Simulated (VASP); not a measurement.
# Cu (I4mm) in VASP: a series of runs

Cu is run at these levels: PBEsol; tasks: single point.

Program: VASP 6.6.1. These are calculated values, not measurements. Logs are shortened: lines on timing, memory, paths and dates and some standing lists are left out, and cuts for length are marked.

## Step 1: The cell of the first run

It takes space group I4mm (No. 107, tetragonal). The conventional cell has a = 5.112 Å, b = 5.112 Å, c = 7.230 Å, α = 90.00°, β = 90.00°, γ = 90.00°. Cu (site symmetry 4mm) has 8 Cu at 2.17 to 2.63 Å within 2.9 Å. Within 2.9 Å of Cu (site symmetry m) lie 11 Cu at 2.17 to 2.56 Å. Cu (site symmetry 2mm) has 12 Cu at 2.56 to 2.63 Å within 3.4 Å. Cu (site symmetry 4mm) has 13 Cu at 2.56 to 3.01 Å within 3.4 Å.

## Step 2: Single point, PBEsol (atom 1 (Cu) moved -0.600 Å towards its neighbour atom 8 (Cu) at 3.615 Å)

File INCAR:

```
SYSTEM = Cu
PREC = Accurate
ENCUT = 520
EDIFF = 1E-7
ISMEAR = 0
SIGMA = 0.15
LREAL = .False.
LASPH = .True.
NELM = 80
ALGO = Fast
ISIF = 2
LWAVE = .False.
LCHARG = .False.
GGA = PS
NBANDS = 54
```

File KPOINTS:

```
regular mesh
0
Gamma
  12 12 12
  0 0 0
```

File POSCAR:

```
Cu
1.0
    3.6150000000      0.0000000000      3.6150000000
    0.0000000000     -3.6150000000      3.6150000000
    3.6150000000     -3.6150000000      0.0000000000
Cu
8
Direct
    0.0829875519      0.0829875519      0.4170124481
    0.0000000000      0.5000000000      0.5000000000
    0.5000000000      0.0000000000      0.5000000000
    0.5000000000      0.5000000000      0.5000000000
    0.0000000000      0.0000000000      0.0000000000
    0.0000000000      0.5000000000      0.0000000000
    0.5000000000      0.0000000000      0.0000000000
    0.5000000000      0.5000000000      0.0000000000
```

Potentials or basis: VASP PAW PBE potentials, release 64 (Cu).

Command:

```console
cat potpaw_PBE.64/Cu/POTCAR > POTCAR
mpirun -np 1 vasp_std > vasp.out
```

OUTCAR:

```text
SYSTEM = Cu
   PREC = Accurate
   ENCUT = 520
   EDIFF = 1E-7
   ISMEAR = 0
   LREAL = .False.
   LASPH = .True.
   NELM = 80
   ISIF = 2
   GGA = PS

 ion  position               nearest neighbor table
   1  0.083  0.083  0.417-   2 2.17   3 2.17   6 2.17   7 2.17   5 2.63   5 2.63   4 2.63   4 2.63

   2  0.000  0.500  0.500-   1 2.17   4 2.56   6 2.56   5 2.56   6 2.56   8 2.56   3 2.56   5 2.56
                             3 2.56   4 2.56   8 2.56
   3  0.500  0.000  0.500-   1 2.17   4 2.56   7 2.56   5 2.56   7 2.56   8 2.56   2 2.56   4 2.56
                             8 2.56   2 2.56   5 2.56
   4  0.500  0.500  0.500-   2 2.56   3 2.56   8 2.56   6 2.56   7 2.56   8 2.56   3 2.56   7 2.56
                             2 2.56   6 2.56   1 2.63   1 2.63
   5  0.000  0.000  0.000-   6 2.56   7 2.56   2 2.56   3 2.56   2 2.56   6 2.56   8 2.56   3 2.56
                             7 2.56   8 2.56   1 2.63   1 2.63
   6  0.000  0.500  0.000-   1 2.17   2 2.56   5 2.56   8 2.56   2 2.56   4 2.56   5 2.56   7 2.56
                             4 2.56   7 2.56   8 2.56
   7  0.500  0.000  0.000-   1 2.17   3 2.56   5 2.56   8 2.56   3 2.56   4 2.56   4 2.56   6 2.56
                             8 2.56   5 2.56   6 2.56
   8  0.500  0.500  0.000-   4 2.56   6 2.56   7 2.56   2 2.56   3 2.56   4 2.56   3 2.56   5 2.56
                             7 2.56   2 2.56   5 2.56   6 2.56

  LATTYP: Found a face centered cubic cell.
 ALAT       =     7.2300000000

  Lattice vectors:

 A1 = (   3.6150000000,   0.0000000000,   3.6150000000)
 A2 = (   0.0000000000,  -3.6150000000,   3.6150000000)
 A3 = (   3.6150000000,  -3.6150000000,   0.0000000000)

Analysis of symmetry for initial positions (statically):
=====================================================================
 Subroutine PRICEL returns:
 Original cell was already a primitive cell.

 Routine SETGRP: Setting up the symmetry group for a
 face centered cubic supercell.

 Subroutine GETGRP returns: Found  8 space group operations
 (whereof  4 operations were pure point group operations)
 out of a pool of 48 trial point group operations.

The static configuration has the point symmetry C_2v.
 The point group associated with its full space group is C_4v.

Analysis of symmetry for dynamics (positions and initial velocities):
=====================================================================
 Subroutine PRICEL returns:
 Original cell was already a primitive cell.

 Routine SETGRP: Setting up the symmetry group for a
 face centered cubic supercell.

 Subroutine GETGRP returns: Found  8 space group operations
 (whereof  4 operations were pure point group operations)
 out of a pool of 48 trial point group operations.

The dynamic configuration has the point symmetry C_2v.
 The point group associated with its full space group is C_4v.

 Subroutine INISYM returns: Found  8 space group operations
 (whereof  4 operations are pure point group operations),
 and found     1 'primitive' translations

----------------------------------------------------------------------------------------

                                     Primitive cell

  volume of cell :      94.4833

  direct lattice vectors                    reciprocal lattice vectors
     3.615000000  0.000000000  3.615000000     0.138312586  0.138312586  0.138312586
     0.000000000 -3.615000000  3.615000000    -0.138312586 -0.138312586  0.138312586
     3.615000000 -3.615000000  0.000000000     0.138312586 -0.138312586 -0.138312586

  length of vectors
     5.112382028  5.112382028  5.112382028     0.239564427  0.239564427  0.239564427

  position of ions in fractional coordinates (direct lattice)
     0.082987552  0.082987552  0.417012448
     0.000000000  0.500000000  0.500000000
     0.500000000  0.000000000  0.500000000
     0.500000000  0.500000000  0.500000000
     0.000000000  0.000000000  0.000000000
     0.000000000  0.500000000  0.000000000
     0.500000000  0.000000000  0.000000000
     0.500000000  0.500000000  0.000000000

  ion indices of the primitive-cell ions
   primitive index   ion index
                 1           1
                 2           2
                 3           3
                 4           4
                 5           5
                 6           6
                 7           7
                 8           8

----------------------------------------------------------------------------------------

 KPOINTS: regular mesh

Automatic generation of k-mesh.
 Grid dimensions read from file:
 generate k-points for:   12   12   12

 Generating k-lattice:

  Cartesian coordinates                     Fractional coordinates (reciprocal lattice)
     0.011526049  0.011526049  0.011526049     0.083333333  0.000000000  0.000000000
    -0.011526049 -0.011526049  0.011526049     0.000000000  0.083333333  0.000000000
     0.011526049 -0.011526049 -0.011526049     0.000000000  0.000000000  0.083333333

  Length of vectors
     0.019963702  0.019963702  0.019963702

  Shift w.r.t. Gamma in fractional coordinates (k-lattice)
     0.000000000  0.000000000  0.000000000

 Subroutine IBZKPT returns following result:
 ===========================================

 Found    163 irreducible k-points:

 Following reciprocal coordinates:
            Coordinates               Weight
  0.000000  0.000000  0.000000      1.000000
  0.083333  0.000000  0.000000      8.000000
  0.166667  0.000000  0.000000      8.000000
  0.250000  0.000000  0.000000      8.000000
  0.333333  0.000000  0.000000      8.000000
  0.416667  0.000000  0.000000      8.000000
[... 16 lines left out ...]
  0.000000 -0.333333  0.083333     16.000000
 -0.250000  0.083333  0.000000      8.000000
 [... further k-points ...]
   k-points           NKPTS =    163   k-points in BZ     NKDIM =    163   number of bands    NBANDS=     54
   number of dos      NEDOS =    301   number of ions     NIONS =      8
   total plane-waves  NPLWV =  64000
   dimension x,y,z NGX =    40 NGY =   40 NGZ =   40
   dimension x,y,z NGXF=    80 NGYF=   80 NGZF=   80
   ions per type =               8
   NGX,Y,Z   is equivalent  to a cutoff of  13.01, 13.01, 13.01 a.u.
   NGXF,Y,Z  is equivalent  to a cutoff of  26.01, 26.01, 26.01 a.u.
 SYSTEM =  Cu
   PREC   = accura    normal or accurate (medium, high low for compatibility)
   ISTART =      0    job   : 0-new  1-cont  2-samecut
   ICHARG =      2    charge: 1-file 2-atom 10-const
   ISPIN  =      1    spin polarized calculation?
   LNONCOLLINEAR =      F non collinear calculations
   LSORBIT =      F    spin-orbit coupling
   LASPH  =      T    aspherical Exc in radial PAW
   ENCUT  =  520.0 eV  38.22 Ry    6.18 a.u.   9.51  9.51  9.51*2*pi/ulx,y,z
   NELM   =     80;   NELMIN=  2; NELMDL= -5     # of ELM steps
   EDIFF  = 0.1E-06   stopping-criterion for ELM
   LREAL  =      F    real-space projection
   EDIFFG = 0.1E-05   stopping-criterion for IOM
   NSW    =      0    number of steps for IOM
   IBRION =     -1    ionic relax: 0-MD 1-quasi-New 2-CG
   NFREE  =      0    steps in history (QN), initial steepest desc. (CG)
   ISIF   =      2    stress and relaxation
   ISYM   =      2    0-nonsym 1-usesym 2-fastsym
   POTIM  = 0.5000    time-step for ionic-motion
   TEBEG  =    0.0;   TEEND  =   0.0 temperature during run
   PSTRESS=    0.0 pullay stress
   NELECT =      88.0000    total number of electrons
   NUPDOWN=      -1.0000    fix difference up-down
   EMIN   =  10.00;   EMAX   =-10.00  energy-range for DOS
   EFERMI =   0.00;   METHOD = LEGACY
   ISMEAR =     0;   SIGMA  =   0.15  broadening in eV -4-tet -1-fermi 0-gaus
   EFERMI_NEDOS =   21; number of points for ismear=-14 and -15
   IALGO  =     68    algorithm
   IMIX   =      4    mixing-type and parameters
     AMIX     =   0.40;   BMIX     =  1.00
     AMIX_MAG =   1.60;   BMIX_MAG =  1.00
  volume/ion in A,a.u.               =      11.81        79.70
  Fermi-wavevector in a.u.,A,eV,Ry     =   1.598763  3.021224 34.777078  2.556043
  Thomas-Fermi vector in A             =   2.696162
   LORBIT       =      0    0 simple, 1 ext, 2 COOP (PROOUT), +10 PAW based schemes
   GGA     = PS    functional components
   LHFCALC =     F    Hartree Fock is set to
   AEXX    =    0.0000 exact exchange contribution
   IVDW    =     0    specifies the selected vdW correction
   LEPSILON=     F    determine dielectric tensor
   LRPA    =     F    only Hartree local field effects (RPA)
 non-spin polarized calculation
 RMM-DIIS sequential band-by-band and
 Gauss-broadening in eV      SIGMA  =   0.15
  energy-cutoff  :      520.00
  volume of cell :       94.48
 maximum number of plane-waves:      2637
 NGX is ok and might be reduce to    40
   NGX = 19   NGY = 19   NGZ = 19

 number of electron      88.0000006 magnetization

 Free energy of the ion-electron system (eV)
  ---------------------------------------------------
  ext. energy  EPLUGINS =         0.00000000
  ---------------------------------------------------
  free energy    TOTEN  =       -33.10341279 eV

  energy without entropy =      -33.08072912  energy(sigma->0) =      -33.09207096

 E-fermi :   7.4189     XC(G=0): -12.8733

 val. band max:        7.4091385007   @ k =   0.2500   0.0000   0.0000
 cond. band min:       7.4196391717   @ k =   0.0000  -0.3333   0.3333
 fundamental gap:      0.0105006710
 Fermi energy:         7.4188707365

 k-point     1 :       0.0000    0.0000    0.0000
  band No.  band energies     occupation
      1      -2.0125      2.00000
      2       2.1954      2.00000
      3       2.2020      2.00000
      4       2.2023      2.00000
      5       2.2023      2.00000
      6       2.3859      2.00000
[... 46 lines left out ...]
     53      14.0031      0.00000
     54      14.5467      0.00000

 k-point     2 :       0.0833    0.0000    0.0000
  band No.  band energies     occupation
      1      -1.9497      2.00000
      2       2.1660      2.00000
      3       2.2167      2.00000
      4       2.2245      2.00000
      5       2.2322      2.00000
      6       2.4092      2.00000
[... 1246 lines left out ...]
 k-point    24 :      -0.2500    0.0833    0.0000
  band No.  band energies     occupation
      1      -1.2723      2.00000
      2       1.6757      2.00000
      3       2.2951      2.00000
      4       2.4552      2.00000
      5       2.5789      2.00000
      6       2.6155      2.00000
[... 46 lines left out ...]
     53      15.1276      0.00000
     54      16.1051      0.00000

 [... further k-points ...]

------------------------ aborting loop because EDIFF is reached ----------------------------------------

  FORCE on cell =-STRESS in cart. coord.  units (eV):
  Direction    XX          YY          ZZ          XY          YZ          ZX
  --------------------------------------------------------------------------------------
  -------------------------------------------------------------------------------------
  Total        1.7052435      1.7052435      0.0876926      0.0000000      0.0000000      0.0000000
  in kB       28.9162570     28.9162570      1.4870257      0.0000000      0.0000000      0.0000000
  external PRESSURE =      19.7731799 kB  Pullay stress =       0.0000000 kB

 VOLUME and BASIS-vectors are now :
 -----------------------------------------------------------------------------
  energy-cutoff  :      520.00
  volume of cell :       94.48
      direct lattice vectors                 reciprocal lattice vectors
     3.615000000  0.000000000  3.615000000     0.138312586  0.138312586  0.138312586
     0.000000000 -3.615000000  3.615000000    -0.138312586 -0.138312586  0.138312586
     3.615000000 -3.615000000  0.000000000     0.138312586 -0.138312586 -0.138312586

 POSITION                                       TOTAL-FORCE (eV/Angst)
 -----------------------------------------------------------------------------------
      1.80750     -1.80750      0.60000         0.000000      0.000000     -4.868605
      1.80750     -3.61500      1.80750         0.000000     -1.743276      1.206250
      3.61500     -1.80750      1.80750         1.743276      0.000000      1.206250
      3.61500     -3.61500      3.61500         0.000000     -0.000000      0.027118
      0.00000      0.00000      0.00000         0.000000      0.000000      0.027118
      0.00000     -1.80750      1.80750        -1.743276      0.000000      1.206250
      1.80750      0.00000      1.80750         0.000000      1.743276      1.206250
      1.80750     -1.80750      3.61500         0.000000      0.000000     -0.010630
 -----------------------------------------------------------------------------------
    total drift:                                0.000001     -0.000001      0.000230

  FREE ENERGIE OF THE ION-ELECTRON SYSTEM (eV)
  ---------------------------------------------------
  free  energy   TOTEN  =       -33.1034127936 eV

  energy  without entropy=      -33.0807291170  energy(sigma->0) =      -33.09207096
```

It took 32 min on 1 thread of AMD EPYC 7R13, shared host; peak memory 0.62 GiB.

Results:

* Free energy: -33.1034 eV
* Pressure: 2.0 GPa
* Largest force: 4.869 eV/Å
* Band gap on the k mesh: zero (band 44 reaches 8.21 eV, above the bottom of band 45 at 6.76 eV)

Forces in eV/Å, atoms in the order of the input:
```
Cu   0.000  0.000 -4.869
Cu   0.000 -1.743  1.206
Cu   1.743  0.000  1.206
Cu   0.000  0.000  0.027
Cu   0.000  0.000  0.027
Cu  -1.743  0.000  1.206
Cu   0.000  1.743  1.206
Cu   0.000  0.000 -0.011
```

Stress tensor (GPa, compression positive):
```
2.89 0.00 0.00
0.00 2.89 0.00
0.00 0.00 0.15
```

Caveat: the cell differs from its parent crystal (atom 1 (Cu) moved -0.600 Å towards its neighbour atom 8 (Cu) at 3.615 Å); the PAW data sets were made with another functional, which shifts forces and pressure a little.

## Step 3: Single point, PBEsol (atom 1 (Cu) moved +0.540 Å towards its neighbour atom 8 (Cu) at 3.615 Å)

File INCAR:

```
SYSTEM = Cu
PREC = Accurate ; ENCUT = 520
EDIFF = 1E-7 ; ISMEAR = 0
SIGMA = 0.15 ; LREAL = .FALSE.
LASPH = .TRUE. ; NELM = 80
ALGO = Fast ; ISIF = 2
LWAVE = .FALSE. ; LCHARG = .FALSE.
GGA = PS ; NBANDS = 54
```

File KPOINTS:

```
regular mesh
0
G
  12 12 12
  0 0 0
```

Edit POSCAR of step 2 so:

```diff
@@ -8,3 +8,3 @@
 Direct
-    0.0829875519      0.0829875519      0.4170124481
+   -0.0746887967     -0.0746887967      0.5746887967
     0.0000000000      0.5000000000      0.5000000000
```

Potentials or basis: VASP PAW PBE potentials, release 64 (Cu).

Command:

```console
cat potpaw_PBE.64/Cu/POTCAR > POTCAR
mpirun -np 1 vasp_std > vasp.out
```

Run time: 11 min. Hardware: 1 thread of Intel Xeon 6975P-C (Granite Rapids), shared host; peak memory 0.66 GiB.

The run converged. Its results:

| Item | Value |
| --- | --- |
| Free energy | -33.3766 eV |
| Pressure | 0.5 GPa |
| Largest force | 4.242 eV/Å |
| Band gap on the k mesh | zero (band 44 reaches 8.22 eV, above the bottom of band 45 at 6.70 eV) |

Forces in eV/Å, atoms in the order of the input:
```
Cu   0.000  0.000  4.242
Cu   0.000  1.446 -1.052
Cu  -1.446  0.000 -1.052
Cu   0.000  0.000 -0.023
Cu   0.000  0.000 -0.023
Cu   1.446  0.000 -1.052
Cu   0.000 -1.446 -1.052
Cu   0.000  0.000  0.012
```

Stress tensor (GPa, compression positive):
```
 1.11  0.00  0.00
 0.00  1.11  0.00
 0.00  0.00 -0.71
```

Levels at points of the mesh, in eV from the Fermi level:
```
           k point  band 41  band 42  band 43  band 44  band 45  band 46  band 47  band 48
(0.00, 0.00, 0.00)    -1.47    -1.08    -0.75    -0.71    -0.71     1.44     1.44     1.95
(0.50, 0.00, 0.00)    -1.59    -1.53     0.58     0.80     0.82     0.96     1.09     1.27
(0.50, 0.50, 0.00)    -1.57    -1.55    -0.37    -0.36    -0.36    -0.36     5.69     5.69
(0.00, 0.50, 0.50)    -1.50    -1.49    -0.58    -0.33    -0.29    -0.11     5.81     6.15
```

Caveat: the cell differs from its parent crystal (atom 1 (Cu) moved +0.540 Å towards its neighbour atom 8 (Cu) at 3.615 Å); the PAW data sets were made with another functional, which shifts forces and pressure a little.
